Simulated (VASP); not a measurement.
# LiH (Cmmm) in VASP: further runs

Runs on LiH. Level: PBE. Tasks: single point, relaxation of cell and atoms.

Program: VASP 6.6.1. These are calculated values, not measurements. Logs are shortened: lines on timing, memory, paths and dates and some standing lists are left out, and cuts for length are marked.

## Step 1: The cell of the first run

It takes space group Cmmm (No. 65, orthorhombic). Conventional cell: a = 2.757 Å, b = 5.493 Å, c = 2.639 Å, α = 90.00°, β = 90.00°, γ = 90.00°. Li (site symmetry mmm) has 4 H at 1.91 Å within 2.5 Å. Within 2.5 Å of H (site symmetry mmm) lie 4 Li at 1.91 Å.

The cell was generated, and may not be a known phase.

## Step 2: Single point, PBE

INCAR reads:

```
PREC = Accurate ; ENCUT = 520
EDIFF = 1E-6 ; ISMEAR = 0
SIGMA = 0.1 ; LREAL = False
LASPH = True ; NELM = 80
ALGO = Normal ; ISIF = 2
LWAVE = False ; LCHARG = False
GGA = PE ; NBANDS = 9
```

KPOINTS reads:

```
Automatic mesh
0
Gamma
  24 24 14
```

POSCAR reads:

```
LiH
1.0
    1.3786514723     -2.7466112860      0.0000000000
    1.3786514723      2.7466112860      0.0000000000
    0.0000000000      0.0000000000      2.6385541397
Li H
1 1
Direct
    0.5000000000      0.5000000000      0.5000000000
    0.0000000000      0.0000000000      0.0000000000
```

Potentials or basis: VASP PAW PBE potentials, release 64 (Li_sv, H).

The run is started by

```bash
cat potpaw_PBE.64/Li_sv/POTCAR potpaw_PBE.64/H/POTCAR > POTCAR
mpirun -np 1 vasp_std > vasp.out
```

OUTCAR:

```text
PREC = Accurate
   ENCUT = 520
   EDIFF = 1E-6
   ISMEAR = 0
   LREAL = False
   LASPH = True
   NELM = 80
   ISIF = 2
   GGA = PE

 ion  position               nearest neighbor table
   1  0.500  0.500  0.500-
   2  0.000  0.000  0.000-

  LATTYP: Found a base centered orthorhombic cell.
 ALAT       =     2.7573029446
 B/A-ratio  =     1.9922448430
 C/A-ratio  =     0.9569329859

  Lattice vectors:

 A1 = (   1.3786514723,  -2.7466112860,   0.0000000000)
 A2 = (   1.3786514723,   2.7466112860,   0.0000000000)
 A3 = (   0.0000000000,   0.0000000000,   2.6385541397)

Analysis of symmetry for initial positions (statically):
=====================================================================
 Subroutine PRICEL returns:
 Original cell was already a primitive cell.

 Routine SETGRP: Setting up the symmetry group for a
 base centered orthorhombic supercell.

 Subroutine GETGRP returns: Found  8 space group operations
 (whereof  8 operations were pure point group operations)
 out of a pool of  8 trial point group operations.

The static configuration has the point symmetry D_2h.

Analysis of symmetry for dynamics (positions and initial velocities):
=====================================================================
 Subroutine PRICEL returns:
 Original cell was already a primitive cell.

 Routine SETGRP: Setting up the symmetry group for a
 base centered orthorhombic supercell.

 Subroutine GETGRP returns: Found  8 space group operations
 (whereof  8 operations were pure point group operations)
 out of a pool of  8 trial point group operations.

The dynamic configuration has the point symmetry D_2h.

 Subroutine INISYM returns: Found  8 space group operations
 (whereof  8 operations are pure point group operations),
 and found     1 'primitive' translations

----------------------------------------------------------------------------------------

                                     Primitive cell

  volume of cell :      19.9824

  direct lattice vectors                    reciprocal lattice vectors
     1.378651472 -2.746611286  0.000000000     0.362673243 -0.182042505  0.000000000
     1.378651472  2.746611286  0.000000000     0.362673243  0.182042505  0.000000000
     0.000000000  0.000000000  2.638554140     0.000000000  0.000000000  0.378995445

  length of vectors
     3.073199219  3.073199219  2.638554140     0.405797184  0.405797184  0.378995445

  position of ions in fractional coordinates (direct lattice)
     0.500000000  0.500000000  0.500000000
     0.000000000  0.000000000  0.000000000

  ion indices of the primitive-cell ions
   primitive index   ion index
                 1           1
                 2           2

----------------------------------------------------------------------------------------

 KPOINTS: Automatic mesh

Automatic generation of k-mesh.
 Grid dimensions read from file:
 generate k-points for:   24   24   14

 Generating k-lattice:

  Cartesian coordinates                     Fractional coordinates (reciprocal lattice)
     0.015111385 -0.007585104  0.000000000     0.041666667  0.000000000  0.000000000
     0.015111385  0.007585104  0.000000000     0.000000000  0.041666667  0.000000000
     0.000000000  0.000000000  0.027071103     0.000000000  0.000000000  0.071428571

  Length of vectors
     0.016908216  0.016908216  0.027071103

  Shift w.r.t. Gamma in fractional coordinates (k-lattice)
     0.000000000  0.000000000  0.000000000

 Subroutine IBZKPT returns following result:
 ===========================================

 Found   1256 irreducible k-points:

 Following reciprocal coordinates:
            Coordinates               Weight
  0.000000  0.000000  0.000000      1.000000
  0.041667 -0.000000  0.000000      4.000000
  0.083333 -0.000000  0.000000      4.000000
  0.125000 -0.000000  0.000000      4.000000
  0.166667 -0.000000  0.000000      4.000000
  0.208333 -0.000000  0.000000      4.000000
[... 16 lines left out ...]
  0.416667  0.041667  0.000000      4.000000
  0.458333  0.041667  0.000000      4.000000
 [... further k-points ...]
   k-points           NKPTS =   1256   k-points in BZ     NKDIM =   1256   number of bands    NBANDS=      9
   number of dos      NEDOS =    301   number of ions     NIONS =      2
   total plane-waves  NPLWV =  11520
   dimension x,y,z NGX =    24 NGY =   24 NGZ =   20
   dimension x,y,z NGXF=    48 NGYF=   48 NGZF=   40
   ions per type =               1   1
   NGX,Y,Z   is equivalent  to a cutoff of  12.98, 12.98, 12.60 a.u.
   NGXF,Y,Z  is equivalent  to a cutoff of  25.97, 25.97, 25.20 a.u.
 SYSTEM =  unknown system
   PREC   = accura    normal or accurate (medium, high low for compatibility)
   ISTART =      0    job   : 0-new  1-cont  2-samecut
   ICHARG =      2    charge: 1-file 2-atom 10-const
   ISPIN  =      1    spin polarized calculation?
   LNONCOLLINEAR =      F non collinear calculations
   LSORBIT =      F    spin-orbit coupling
   LASPH  =      T    aspherical Exc in radial PAW
   ENCUT  =  520.0 eV  38.22 Ry    6.18 a.u.   5.71  5.71  4.91*2*pi/ulx,y,z
   NELM   =     80;   NELMIN=  2; NELMDL= -5     # of ELM steps
   EDIFF  = 0.1E-05   stopping-criterion for ELM
   LREAL  =      F    real-space projection
   EDIFFG = 0.1E-04   stopping-criterion for IOM
   NSW    =      0    number of steps for IOM
   IBRION =     -1    ionic relax: 0-MD 1-quasi-New 2-CG
   NFREE  =      0    steps in history (QN), initial steepest desc. (CG)
   ISIF   =      2    stress and relaxation
   ISYM   =      2    0-nonsym 1-usesym 2-fastsym
   POTIM  = 0.5000    time-step for ionic-motion
   TEBEG  =    0.0;   TEEND  =   0.0 temperature during run
   PSTRESS=    0.0 pullay stress
   NELECT =       4.0000    total number of electrons
   NUPDOWN=      -1.0000    fix difference up-down
   EMIN   =  10.00;   EMAX   =-10.00  energy-range for DOS
   EFERMI =   0.00;   METHOD = LEGACY
   ISMEAR =     0;   SIGMA  =   0.10  broadening in eV -4-tet -1-fermi 0-gaus
   EFERMI_NEDOS =   21; number of points for ismear=-14 and -15
   IALGO  =     38    algorithm
   IMIX   =      4    mixing-type and parameters
     AMIX     =   0.40;   BMIX     =  1.00
     AMIX_MAG =   1.60;   BMIX_MAG =  1.00
  volume/ion in A,a.u.               =       9.99        67.42
  Fermi-wavevector in a.u.,A,eV,Ry     =   0.957662  1.809719 12.478128  0.917117
  Thomas-Fermi vector in A             =   2.086700
   LORBIT       =      0    0 simple, 1 ext, 2 COOP (PROOUT), +10 PAW based schemes
   GGA     = PE    functional components
   LHFCALC =     F    Hartree Fock is set to
   AEXX    =    0.0000 exact exchange contribution
   IVDW    =     0    specifies the selected vdW correction
   LEPSILON=     F    determine dielectric tensor
   LRPA    =     F    only Hartree local field effects (RPA)
 non-spin polarized calculation
 Gauss-broadening in eV      SIGMA  =   0.10
  energy-cutoff  :      520.00
  volume of cell :       19.98
 maximum number of plane-waves:       550
   NGX = 11   NGY = 11   NGZ =  9

 number of electron       3.9999994 magnetization

 Free energy of the ion-electron system (eV)
  ---------------------------------------------------
  ext. energy  EPLUGINS =         0.00000000
  ---------------------------------------------------
  free energy    TOTEN  =        -5.80708135 eV

  energy without entropy =       -5.80701263  energy(sigma->0) =       -5.80704699

 E-fermi :   0.4149     XC(G=0):  -7.6445

 val. band max:        0.3408791696   @ k =   0.2917   0.2917   0.5000
 cond. band min:       0.4176942381   @ k =   0.5000   0.5000   0.0000
 fundamental gap:      0.0768150685
 Fermi energy:         0.4149190238

 k-point     1 :       0.0000    0.0000    0.0000
  band No.  band energies     occupation
      1     -45.2677      2.00000
      2      -5.3276      2.00000
      3      10.0890      0.00000
      4      12.2719      0.00000
      5      13.5607      0.00000
      6      14.4995      0.00000
      7      17.3126      0.00000
      8      19.7813      0.00000
      9      20.6857      0.00000

 k-point     2 :       0.0417   -0.0000    0.0000
  band No.  band energies     occupation
      1     -45.2672      2.00000
      2      -5.3013      2.00000
      3       9.9072      0.00000
      4      12.4251      0.00000
      5      13.6004      0.00000
      6      14.2272      0.00000
      7      17.6497      0.00000
      8      18.6592      0.00000
      9      22.0911      0.00000

 k-point     3 :       0.0833   -0.0000    0.0000
  band No.  band energies     occupation
      1     -45.2658      2.00000
      2      -5.2230      2.00000
      3       9.4773      0.00000
      4      12.6161      0.00000
      5      13.7194      0.00000
      6      13.8037      0.00000
      7      17.3028      0.00000
      8      18.4809      0.00000
      9      22.4076      0.00000

 k-point     4 :       0.1250   -0.0000    0.0000
  band No.  band energies     occupation
      1     -45.2637      2.00000
      2      -5.0939      2.00000
      3       8.9372      0.00000
      4      12.2206      0.00000
      5      13.9170      0.00000
      6      13.9477      0.00000
      7      16.1881      0.00000
      8      19.4149      0.00000
      9      22.4001      0.00000
[... 205 lines left out ...]
 k-point    22 :       0.3750    0.0417    0.0000
  band No.  band energies     occupation
      1     -45.2425      2.00000
      2      -3.4172      2.00000
      3       4.7531      0.00000
      4       8.5074      0.00000
      5      12.5179      0.00000
      6      16.5423      0.00000
      7      17.0434      0.00000
      8      22.5232      0.00000
      9      23.1309      0.00000

 k-point    23 :       0.4167    0.0417    0.0000
  band No.  band energies     occupation
      1     -45.2409      2.00000
      2      -3.2027      2.00000
      3       4.2960      0.00000
      4       8.2433      0.00000
      5      12.5601      0.00000
      6      16.6148      0.00000
      7      17.6115      0.00000
      8      21.7057      0.00000
      9      23.9476      0.00000

 k-point    24 :       0.4583    0.0417    0.0000
  band No.  band energies     occupation
      1     -45.2403      2.00000
      2      -3.0819      2.00000
      3       4.0374      0.00000
      4       8.0785      0.00000
      5      12.6603      0.00000
      6      16.6491      0.00000
      7      17.9674      0.00000
      8      21.2434      0.00000
      9      24.6310      0.00000

 [... further k-points ...]
[... 5 lines left out ...]
  --------------------------------------------------------------------------------------
  -------------------------------------------------------------------------------------
  Total       -0.0215826     -0.0238546     -0.0196017      0.0000000      0.0000000      0.0000000
  in kB       -1.7304806     -1.9126459     -1.5716542      0.0000000      0.0000000      0.0000000
  external PRESSURE =      -1.7382603 kB  Pullay stress =       0.0000000 kB

 VOLUME and BASIS-vectors are now :
 -----------------------------------------------------------------------------
  energy-cutoff  :      520.00
  volume of cell :       19.98
      direct lattice vectors                 reciprocal lattice vectors
     1.378651472 -2.746611286  0.000000000     0.362673243 -0.182042505  0.000000000
     1.378651472  2.746611286  0.000000000     0.362673243  0.182042505  0.000000000
     0.000000000  0.000000000  2.638554140     0.000000000  0.000000000  0.378995445

 POSITION                                       TOTAL-FORCE (eV/Angst)
 -----------------------------------------------------------------------------------
      1.37865      0.00000      1.31928         0.000000     -0.000000      0.000000
      0.00000      0.00000      0.00000         0.000000      0.000000      0.000000
 -----------------------------------------------------------------------------------
    total drift:                                0.000000     -0.000000     -0.000000

  FREE ENERGIE OF THE ION-ELECTRON SYSTEM (eV)
  ---------------------------------------------------
  free  energy   TOTEN  =        -5.8070813463 eV

  energy  without entropy=       -5.8070126272  energy(sigma->0) =       -5.80704699
```

Wall time 1.9 min (1 thread of Intel Xeon Platinum 8259CL at 2.50GHz (Skylake/Cascade Lake), shared host); peak memory 0.29 GiB.

Results:

- Free energy: -5.8071 eV
- Band gap on the k mesh: 0.08 eV (least direct gap 2.97 eV)

Caveat: the cutoff is under 1.25 times the usual one of these potentials, so pressure, stress and relaxed cells hold a basis-set (Pulay) error.

(Part 1 of 2 ends here.)
